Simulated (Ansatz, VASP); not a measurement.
MgO: VASP beside Ansatz

The input POSCAR:

```
MgO
1.0
    2.9380209034      0.0000000000      0.0000000000
   -1.4690104517      2.5444007392      0.0000000000
    0.0000000000      0.0000000000      2.6796800000
Mg O
1 1
Direct
   -0.0101721023      0.0277907002      0.0000000000
    0.3333333333      0.6666666667      0.5000000000
```

INCAR.step1

```
  PREC = Accurate
  ENCUT = 520
  ISMEAR = 0
  SIGMA = 0.05
  LREAL = False
  LASPH = True
  NELM = 100
  NBANDS = 11
  GGA = PE
  ALGO = Normal
  EDIFF = 1E-4
  LWAVE = True
  LCHARG = False
```

File INCAR.step2:

```
  PREC = Accurate
  ENCUT = 520
  EDIFF = 1E-7
  ISMEAR = 0
  SIGMA = 0.05
  LREAL = False
  LASPH = True
  NELM = 100
  ALGO = Normal
  ISIF = 2
  LWAVE = False
  LCHARG = False
  METAGGA = R2SCAN
  LMIXTAU = True
  NBANDS = 11
  ISTART = 1
```

Contents of KPOINTS:

```
Automatic mesh
0
Gamma
  9 9 8
```

Input for Ansatz:

```yaml
crystal:
  lattice:
    - [2.9380209034, 0.0, 0.0]
    - [-1.4690104517, 2.5444007392, 0.0]
    - [0.0, 0.0, 2.67968]
  atoms:
    - { symbol: Mg, position: [-0.0101721023, 0.0277907002, 0.0] }
    - { symbol: O, position: [0.3333333333, 0.6666666667, 0.5] }
basis:
  ecutwfc: 500
kpoints:
  mp_grid: { grid: [9, 9, 8] }
hamiltonian:
  xc: r2scan
scf:
  occupations: { method: gaussian, width: 0.05 }
output:
  forces: true
  stress: true
  eigenvalues: true
```

Change from the starting cell: all Mg atoms moved -0.100 Å, as atom 1 along Cartesian [1 -1 0].

Alike in both runs: task single point; functional r2SCAN; k mesh 9 × 9 × 8; occupations gaussian, width 0.05 eV; no spin polarisation.

|  | VASP | Ansatz |
| --- | --- | --- |
| version | VASP 6.6.1 | Ansatz 0.2.0 |
| potentials or method | VASP PAW PBE potentials, release 64 (Mg, O), cutoff 520 eV | scalar-relativistic, plane waves, PAW |
| valence electrons in the cell | 8 | 16 |

|  | VASP | Ansatz | Ansatz less VASP |
| --- | --- | --- | --- |
| gap on the k mesh at the Fermi level (eV) | 3.73 | 3.76 | +0.028 |
| least direct gap on the mesh (eV) | 4.17 | 4.19 | +0.022 |
| pressure (GPa) | -5.6 | -4.6 | +1.02 |
| traceless stress, the component that is largest in VASP (GPa) | -0.53 | -0.38 | +0.154 |
| rms of the force components (eV/Å) | 0.173 | 0.174 | +0.0002 |

VASP's potentials were made for PBE, not for r2SCAN. Atom by atom the forces differ by 0.000 eV/Å (rms over components). VASP's potentials hold 8 valence electrons a cell and Ansatz's 16, so a difference there can come from the potentials and not from the codes.
